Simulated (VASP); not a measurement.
Runs of VASP 6.6.1 on NbC (Niobocarbide). It takes space group Fm-3m (No. 225, cubic). The conventional cell has a = 4.469 Å, b = 4.469 Å, c = 4.469 Å, α = 90.00°, β = 90.00°, γ = 90.00°. Within 3.0 Å of Nb (site symmetry m-3m) lie 6 C at 2.23 Å. C (site symmetry m-3m) has 6 Nb at 2.23 Å within 3.0 Å. 

```csv
k mesh,gap on the mesh (eV),pressure (GPa)
7 × 7 × 7,none,-2.5
3 × 3 × 3,none,(a)
5 × 5 × 5,none,-2.6
9 × 9 × 9,none,-2.5
```

Alike in all rows: task single point; level PBE+D4; potentials or basis VASP PAW PBE potentials, release 64 (Nb_sv, C); no spin polarisation; cell as given; cutoff (eV) 600; smearing methfessel-paxton 0.15 eV.

Q: Fill in the values left out.

A: (a) 1.7.

Caveats: some runs use coarse meshes; pairwise dispersion overbinds metals, which lowers pressure and volume.

A k mesh can miss the band edges, and the runs leave out spin-orbit coupling on Nb.

A gap of «none» marks levels without a gap at the run's occupations.
